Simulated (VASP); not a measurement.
# Si (P6_3/mmc) in VASP: a series of runs

Si is run at these levels: PBE; tasks: single point.

All numbers are computed with VASP 6.6.1; they aren't measurements. Logs are shortened: lines on timing, memory, paths and dates and some standing lists are left out, and cuts for length are marked.

### Step 1. The cell of the first run

The structure is hexagonal, space group P6_3/mmc (No. 194). The conventional cell has a = 3.832 Å, b = 3.832 Å, c = 6.531 Å, α = 90.00°, β = 90.00°, γ = 120.00°. Si (site symmetry 3m) has 4 Si at 2.37 to 2.42 Å within 3.1 Å.

This isn't the form of Si at room conditions, which is diamond.

### Step 2. Single point, PBE (uniaxial z strain +3.0%)

Contents of INCAR:

```
SYSTEM = Si
PREC = Accurate
ENCUT = 520
EDIFF = 1E-6
ISMEAR = 0
SIGMA = 0.01
LREAL = .FALSE.
LASPH = .TRUE.
NELM = 80
ALGO = Normal
ISIF = 2
LWAVE = .FALSE.
LCHARG = .TRUE.
GGA = PE
LELF = .TRUE.
LVHAR = .TRUE.
NBANDS = 16
```

Contents of KPOINTS:

```
Automatic mesh
0
G
  6 6 2
  0 0 0
```

Contents of POSCAR:

```
Si
1.0
    3.8321295590      0.0000000000      0.0000000000
   -1.9160647795      3.3187215487      0.0000000000
    0.0000000000      0.0000000000      6.5314533663
Si
4
Direct
    0.3333333333      0.6666666667      0.0019979611
    0.6666666667      0.3333333333      0.5019979611
    0.3333333333      0.6666666667      0.3730020389
    0.6666666667      0.3333333333      0.8730020389
```

Potentials or basis: VASP PAW PBE potentials, release 64 (Si).

On the command line:

```console
$ cat potpaw_PBE.64/Si/POTCAR > POTCAR
$ mpirun -np 1 vasp_std > vasp.out
```

OUTCAR:

```text
SYSTEM = Si
   PREC = Accurate
   ENCUT = 520
   EDIFF = 1E-6
   ISMEAR = 0
   LREAL = .FALSE.
   LASPH = .TRUE.
   NELM = 80
   ISIF = 2
   GGA = PE

 ion  position               nearest neighbor table
   1  0.333  0.667  0.002-   4 2.37   4 2.37   4 2.37   3 2.42
   2  0.667  0.333  0.502-   3 2.37   3 2.37   3 2.37   4 2.42
   3  0.333  0.667  0.373-   2 2.37   2 2.37   2 2.37   1 2.42
   4  0.667  0.333  0.873-   1 2.37   1 2.37   1 2.37   2 2.42

  LATTYP: Found a hexagonal cell.
 ALAT       =     3.8321295590
 C/A-ratio  =     1.7043926271

  Lattice vectors:

 A1 = (   3.8321295590,   0.0000000000,   0.0000000000)
 A2 = (  -1.9160647795,   3.3187215487,   0.0000000000)
 A3 = (   0.0000000000,   0.0000000000,   6.5314533663)

Analysis of symmetry for initial positions (statically):
=====================================================================
 Subroutine PRICEL returns:
 Original cell was already a primitive cell.

 Routine SETGRP: Setting up the symmetry group for a
 hexagonal supercell.

 Subroutine GETGRP returns: Found 24 space group operations
 (whereof  6 operations were pure point group operations)
 out of a pool of 24 trial point group operations.

The static configuration has the point symmetry C_3v.
 The point group associated with its full space group is D_6h.

Analysis of symmetry for dynamics (positions and initial velocities):
=====================================================================
 Subroutine PRICEL returns:
 Original cell was already a primitive cell.

 Routine SETGRP: Setting up the symmetry group for a
 hexagonal supercell.

 Subroutine GETGRP returns: Found 24 space group operations
 (whereof  6 operations were pure point group operations)
 out of a pool of 24 trial point group operations.

The dynamic configuration has the point symmetry C_3v.
 The point group associated with its full space group is D_6h.

 Subroutine INISYM returns: Found 24 space group operations
 (whereof  6 operations are pure point group operations),
 and found     1 'primitive' translations

----------------------------------------------------------------------------------------

                                     Primitive cell

  volume of cell :      83.0655

  direct lattice vectors                    reciprocal lattice vectors
     3.832129559  0.000000000  0.000000000     0.260951511  0.150660425  0.000000000
    -1.916064780  3.318721549  0.000000000     0.000000000  0.301320851  0.000000000
     0.000000000  0.000000000  6.531453366     0.000000000  0.000000000  0.153105281
[... 81 lines left out ...]
   IBRION =     -1    ionic relax: 0-MD 1-quasi-New 2-CG
   NFREE  =      0    steps in history (QN), initial steepest desc. (CG)
   ISIF   =      2    stress and relaxation
   ISYM   =      2    0-nonsym 1-usesym 2-fastsym
   POTIM  = 0.5000    time-step for ionic-motion
   TEBEG  =    0.0;   TEEND  =   0.0 temperature during run
   PSTRESS=    0.0 pullay stress
   NELECT =      16.0000    total number of electrons
   NUPDOWN=      -1.0000    fix difference up-down
   EMIN   =  10.00;   EMAX   =-10.00  energy-range for DOS
   EFERMI =   0.00;   METHOD = LEGACY
   ISMEAR =     0;   SIGMA  =   0.01  broadening in eV -4-tet -1-fermi 0-gaus
   EFERMI_NEDOS =   21; number of points for ismear=-14 and -15
   IALGO  =     38    algorithm
   IMIX   =      4    mixing-type and parameters
     AMIX     =   0.40;   BMIX     =  1.00
     AMIX_MAG =   1.60;   BMIX_MAG =  1.00
  volume/ion in A,a.u.               =      20.77       140.14
  Fermi-wavevector in a.u.,A,eV,Ry     =   0.945456  1.786652 12.162066  0.893887
  Thomas-Fermi vector in A             =   2.073359
   LORBIT       =      0    0 simple, 1 ext, 2 COOP (PROOUT), +10 PAW based schemes
   GGA     = PE    functional components
   LHFCALC =     F    Hartree Fock is set to
   AEXX    =    0.0000 exact exchange contribution
   IVDW    =     0    specifies the selected vdW correction
   LEPSILON=     F    determine dielectric tensor
   LRPA    =     F    only Hartree local field effects (RPA)
 non-spin polarized calculation
 Gauss-broadening in eV      SIGMA  =   0.01
  energy-cutoff  :      520.00
  volume of cell :       83.07
 maximum number of plane-waves:      2252
 NGX is ok and might be reduce to    30
   NGX = 15   NGY = 15   NGZ = 25

 number of electron      16.0000001 magnetization

 Free energy of the ion-electron system (eV)
  ---------------------------------------------------
  ext. energy  EPLUGINS =         0.00000000
  ---------------------------------------------------
  free energy    TOTEN  =       -21.60967123 eV

  energy without entropy =      -21.60967123  energy(sigma->0) =      -21.60967123

 E-fermi :   5.8567     XC(G=0):  -9.2637

 val. band max:        5.7635902837   @ k =   0.0000   0.0000   0.0000
 cond. band min:       6.3367970648   @ k =   0.5000   0.0000   0.0000
 fundamental gap:      0.5732067811
 Fermi energy:         5.8566831043

 k-point     1 :       0.0000    0.0000    0.0000
  band No.  band energies     occupation
      1      -6.2564      2.00000
      2      -4.2102      2.00000
      3      -1.3748      2.00000
      4       4.4165      2.00000
      5       4.4165      2.00000
      6       5.2180      2.00000
[... 243 lines left out ...]
      3      -1.5751      2.00000
      4      -1.5751      2.00000
      5       1.3812      2.00000
      6       1.3812      2.00000
[... 8 lines left out ...]
     15      12.1378      0.00000
     16      12.1378      0.00000

------------------------ aborting loop because EDIFF is reached ----------------------------------------

  FORCE on cell =-STRESS in cart. coord.  units (eV):
  Direction    XX          YY          ZZ          XY          YZ          ZX
  --------------------------------------------------------------------------------------
  -------------------------------------------------------------------------------------
  Total        0.2990507      0.2990507     -2.7438187      0.0000000     -0.0000000      0.0000000
  in kB        5.7681236      5.7681236    -52.9230869      0.0000000     -0.0000000      0.0000000
  external PRESSURE =     -13.7956132 kB  Pullay stress =       0.0000000 kB

 VOLUME and BASIS-vectors are now :
 -----------------------------------------------------------------------------
  energy-cutoff  :      520.00
  volume of cell :       83.07
      direct lattice vectors                 reciprocal lattice vectors
     3.832129559  0.000000000  0.000000000     0.260951511  0.150660425  0.000000000
    -1.916064780  3.318721549  0.000000000     0.000000000  0.301320851  0.000000000
     0.000000000  0.000000000  6.531453366     0.000000000  0.000000000  0.153105281

 POSITION                                       TOTAL-FORCE (eV/Angst)
 -----------------------------------------------------------------------------------
     -0.00000      2.21248      0.01305         0.000000     -0.000000     -0.000141
      1.91606      1.10624      3.27878        -0.000000     -0.000000     -0.000141
     -0.00000      2.21248      2.43625         0.000000      0.000000      0.000141
      1.91606      1.10624      5.70197        -0.000000     -0.000000      0.000141
 -----------------------------------------------------------------------------------
    total drift:                               -0.000000      0.000000      0.000005

  FREE ENERGIE OF THE ION-ELECTRON SYSTEM (eV)
  ---------------------------------------------------
  free  energy   TOTEN  =       -21.6096712308 eV

  energy  without entropy=      -21.6096712308  energy(sigma->0) =      -21.60967123
```

OSZICAR:

```text
N       E                     dE             d eps       ncg     rms          rms(c)
DAV:   1     0.266785645736E+02    0.26679E+02   -0.59298E+03   448   0.812E+02
DAV:   2    -0.200550793313E+02   -0.46734E+02   -0.42594E+02   640   0.121E+02
DAV:   3    -0.219260170889E+02   -0.18709E+01   -0.18576E+01   616   0.219E+01
DAV:   4    -0.219473974133E+02   -0.21380E-01   -0.21373E-01   528   0.313E+00
DAV:   5    -0.219477851154E+02   -0.38770E-03   -0.38770E-03   624   0.395E-01    0.659E+00
DAV:   6    -0.217146328673E+02    0.23315E+00   -0.97149E-02   528   0.148E+00    0.400E+00
DAV:   7    -0.216067124940E+02    0.10792E+00   -0.20835E-01   528   0.225E+00    0.241E-01
DAV:   8    -0.216091088907E+02   -0.23964E-02   -0.16317E-02   512   0.669E-01    0.122E-01
DAV:   9    -0.216094791277E+02   -0.37024E-03   -0.61599E-04   576   0.144E-01    0.886E-02
DAV:  10    -0.216096602628E+02   -0.18114E-03   -0.19128E-04   504   0.688E-02    0.187E-02
DAV:  11    -0.216096685462E+02   -0.82835E-05   -0.14776E-05   600   0.201E-02    0.129E-02
DAV:  12    -0.216096711575E+02   -0.26112E-05   -0.29963E-06   456   0.962E-03    0.452E-03
DAV:  13    -0.216096712308E+02   -0.73293E-07   -0.49043E-07   408   0.363E-03
   1 F= -.21609671E+02 E0= -.21609671E+02  d E =-.361383E-41
```

stdout:

```text
POSCAR found type information on POSCAR Si
 POSCAR found :  1 types and       4 ions
 scaLAPACK will be used
 LDA part: xc-table for (Slater+PW92), standard interpolation
 POSCAR, INCAR and KPOINTS ok, starting setup
 FFT: planning ... GRIDC
 FFT: planning ... GRID_SOFT
 FFT: planning ... GRID
 WAVECAR not read
 entering main loop
```

It took 12 s on 1 thread of AMD EPYC 9R45 (Zen 5), shared host; peak memory 0.16 GiB.

Results:

```yaml
Free_energy: -21.6097 eV
Pressure: -1.4 GPa
Band_gap_on_the_k_mesh: 0.57 eV (least direct gap 1.25 eV)
```

Stress tensor (GPa, compression positive):
```
 0.58  0.00  0.00
 0.00  0.58  0.00
 0.00  0.00 -5.29
```

Levels at points of the mesh, in eV from the valence-band top:
| k point | band 6 | band 7 | band 8 | band 9 | band 10 | band 11 |
| --- | --- | --- | --- | --- | --- | --- |
| (0.00, 0.00, 0.00) | -0.55 | 0.00 | 0.00 | 1.25 | 1.73 | 2.12 |
| (0.50, 0.00, 0.00) | -2.93 | -2.89 | -1.45 | 0.57 | 2.23 | 2.81 |
| (0.00, 0.00, 0.50) | -0.81 | -0.81 | -0.81 | 1.94 | 1.94 | 3.03 |
| (0.50, 0.00, 0.50) | -2.56 | -2.31 | -2.31 | 0.81 | 0.81 | 1.63 |

Caveat: the k points lie up to 0.48 Å⁻¹ apart; the cell differs from its parent crystal (uniaxial z strain +3.0%).

### Step 3. Single point, PBE (uniaxial z strain +4.0%)

Contents of INCAR:

```
SYSTEM = Si
ALGO = Normal
EDIFF = 1E-6
ENCUT = 520
GGA = PE
ISIF = 2
ISMEAR = 0
LASPH = .True.
LCHARG = .False.
LREAL = .False.
LWAVE = .False.
NBANDS = 16
NELM = 60
PREC = Accurate
SIGMA = 0.01
```

Contents of KPOINTS:

```
k-points
0
Gamma
  6 6 2
  0 0 0
```

Contents of POSCAR:

```
Si
1.0
    3.8321295590      0.0000000000      0.0000000000
   -1.9160647795      3.3187215487      0.0000000000
    0.0000000000      0.0000000000      6.5948655349
Si
4
Direct
    0.3333333333      0.6666666667      0.0023436717
    0.6666666667      0.3333333333      0.5023436717
    0.3333333333      0.6666666667      0.3726563283
    0.6666666667      0.3333333333      0.8726563283
```

Potentials or basis: VASP PAW PBE potentials, release 64 (Si).

On the command line:

```console
$ cat potpaw_PBE.64/Si/POTCAR > POTCAR
$ mpirun -np 1 vasp_std > vasp.out
```

OUTCAR:

```text
SYSTEM = Si
   EDIFF = 1E-6
   ENCUT = 520
   GGA = PE
   ISIF = 2
   ISMEAR = 0
   LASPH = .True.
   LREAL = .False.
   NELM = 60
   PREC = Accurate

 ion  position               nearest neighbor table
   1  0.333  0.667  0.002-   4 2.37   4 2.37   4 2.37   3 2.44
   2  0.667  0.333  0.502-   3 2.37   3 2.37   3 2.37   4 2.44
   3  0.333  0.667  0.373-   2 2.37   2 2.37   2 2.37   1 2.44
   4  0.667  0.333  0.873-   1 2.37   1 2.37   1 2.37   2 2.44

  LATTYP: Found a hexagonal cell.
 ALAT       =     3.8321295590
 C/A-ratio  =     1.7209401283

  Lattice vectors:

 A1 = (   3.8321295590,   0.0000000000,   0.0000000000)
 A2 = (  -1.9160647795,   3.3187215487,   0.0000000000)
 A3 = (   0.0000000000,   0.0000000000,   6.5948655349)

Analysis of symmetry for initial positions (statically):
=====================================================================
 Subroutine PRICEL returns:
 Original cell was already a primitive cell.

 Routine SETGRP: Setting up the symmetry group for a
 hexagonal supercell.

 Subroutine GETGRP returns: Found 24 space group operations
 (whereof  6 operations were pure point group operations)
 out of a pool of 24 trial point group operations.

The static configuration has the point symmetry C_3v.
 The point group associated with its full space group is D_6h.

Analysis of symmetry for dynamics (positions and initial velocities):
=====================================================================
 Subroutine PRICEL returns:
 Original cell was already a primitive cell.

 Routine SETGRP: Setting up the symmetry group for a
 hexagonal supercell.

[... 113 lines left out ...]
   ISMEAR =     0;   SIGMA  =   0.01  broadening in eV -4-tet -1-fermi 0-gaus
   EFERMI_NEDOS =   21; number of points for ismear=-14 and -15
   IALGO  =     38    algorithm
   IMIX   =      4    mixing-type and parameters
     AMIX     =   0.40;   BMIX     =  1.00
     AMIX_MAG =   1.60;   BMIX_MAG =  1.00
  volume/ion in A,a.u.               =      20.97       141.50
  Fermi-wavevector in a.u.,A,eV,Ry     =   0.942416  1.780907 12.083978  0.888147
  Thomas-Fermi vector in A             =   2.070023
   LORBIT       =      0    0 simple, 1 ext, 2 COOP (PROOUT), +10 PAW based schemes
   GGA     = PE    functional components
   LHFCALC =     F    Hartree Fock is set to
   AEXX    =    0.0000 exact exchange contribution
   IVDW    =     0    specifies the selected vdW correction
   LEPSILON=     F    determine dielectric tensor
   LRPA    =     F    only Hartree local field effects (RPA)
 non-spin polarized calculation
 Gauss-broadening in eV      SIGMA  =   0.01
  energy-cutoff  :      520.00
  volume of cell :       83.87
 maximum number of plane-waves:      2286
 NGX is ok and might be reduce to    30
   NGX = 15   NGY = 15   NGZ = 25

 number of electron      16.0000001 magnetization

 Free energy of the ion-electron system (eV)
  ---------------------------------------------------
  ext. energy  EPLUGINS =         0.00000000
  ---------------------------------------------------
  free energy    TOTEN  =       -21.57837909 eV

  energy without entropy =      -21.57837909  energy(sigma->0) =      -21.57837909

 E-fermi :   5.7759     XC(G=0):  -9.2274

 val. band max:        5.6811372542   @ k =   0.0000   0.0000   0.0000
 cond. band min:       6.3005539436   @ k =   0.5000  -0.0000   0.0000
 fundamental gap:      0.6194166894
 Fermi energy:         5.7759096889

 k-point     1 :       0.0000    0.0000    0.0000
  band No.  band energies     occupation
      1      -6.2861      2.00000
      2      -4.3128      2.00000
      3      -1.4262      2.00000
      4       4.3862      2.00000
      5       4.3862      2.00000
      6       5.0847      2.00000
[... 243 lines left out ...]
      3      -1.6371      2.00000
      4      -1.6371      2.00000
      5       1.3264      2.00000
      6       1.3264      2.00000
[... 8 lines left out ...]
     15      12.0819      0.00000
     16      12.0819      0.00000

------------------------ aborting loop because EDIFF is reached ----------------------------------------

  FORCE on cell =-STRESS in cart. coord.  units (eV):
  Direction    XX          YY          ZZ          XY          YZ          ZX
  --------------------------------------------------------------------------------------
  -------------------------------------------------------------------------------------
  Total        0.1868634      0.1868634     -3.7489607      0.0000000      0.0000000     -0.0000000
  in kB        3.5695870      3.5695870    -71.6150867      0.0000000      0.0000000     -0.0000000
  external PRESSURE =     -21.4919709 kB  Pullay stress =       0.0000000 kB

 VOLUME and BASIS-vectors are now :
 -----------------------------------------------------------------------------
  energy-cutoff  :      520.00
  volume of cell :       83.87
      direct lattice vectors                 reciprocal lattice vectors
     3.832129559  0.000000000  0.000000000     0.260951511  0.150660425  0.000000000
    -1.916064780  3.318721549  0.000000000     0.000000000  0.301320851  0.000000000
     0.000000000  0.000000000  6.594865535     0.000000000  0.000000000  0.151633114

 POSITION                                       TOTAL-FORCE (eV/Angst)
 -----------------------------------------------------------------------------------
     -0.00000      2.21248      0.01546         0.000000      0.000000      0.013320
      1.91606      1.10624      3.31289        -0.000000      0.000000      0.013320
     -0.00000      2.21248      2.45762         0.000000     -0.000000     -0.013320
      1.91606      1.10624      5.75505        -0.000000     -0.000000     -0.013320
 -----------------------------------------------------------------------------------
    total drift:                               -0.000000      0.000000      0.000006

  FREE ENERGIE OF THE ION-ELECTRON SYSTEM (eV)
  ---------------------------------------------------
  free  energy   TOTEN  =       -21.5783790904 eV

  energy  without entropy=      -21.5783790904  energy(sigma->0) =      -21.57837909
```

Run time: 10 s. Hardware: 1 thread of AMD EPYC 9R45 (Zen 5), shared host; peak memory 0.16 GiB.

What came out:

* Free energy: -21.5784 eV
* Pressure: -2.1 GPa
* Largest force: 0.013 eV/Å
* Band gap on the k mesh: 0.62 eV (least direct gap 1.31 eV)

Forces on the atoms (eV/Å):
```
Si   0.000  0.000  0.013
Si   0.000  0.000  0.013
Si   0.000  0.000 -0.013
Si   0.000  0.000 -0.013
```

Stress tensor (GPa, compression positive):
```
 0.36  0.00  0.00
 0.00  0.36  0.00
 0.00  0.00 -7.16
```

Levels at points of the mesh, in eV from the valence-band top:
```csv
k point,band 4,band 5,band 6,band 7,band 8,band 9,band 10,band 11,band 12,band 13
"(0.00, 0.00, 0.00)",-1.29,-1.29,-0.60,0.00,0.00,1.31,1.54,2.15,2.15,3.30
"(0.50, 0.00, 0.00)",-6.05,-4.53,-2.91,-2.84,-1.46,0.62,2.19,2.76,3.17,3.71
"(0.00, 0.00, 0.50)",-4.43,-0.78,-0.78,-0.78,-0.78,1.97,1.97,3.05,3.05,3.05
"(0.50, 0.00, 0.50)",-7.15,-2.59,-2.59,-2.28,-2.28,0.76,0.76,1.63,1.63,5.40
```

Caveat: the k points lie up to 0.48 Å⁻¹ apart; the cell differs from its parent crystal (uniaxial z strain +4.0%).
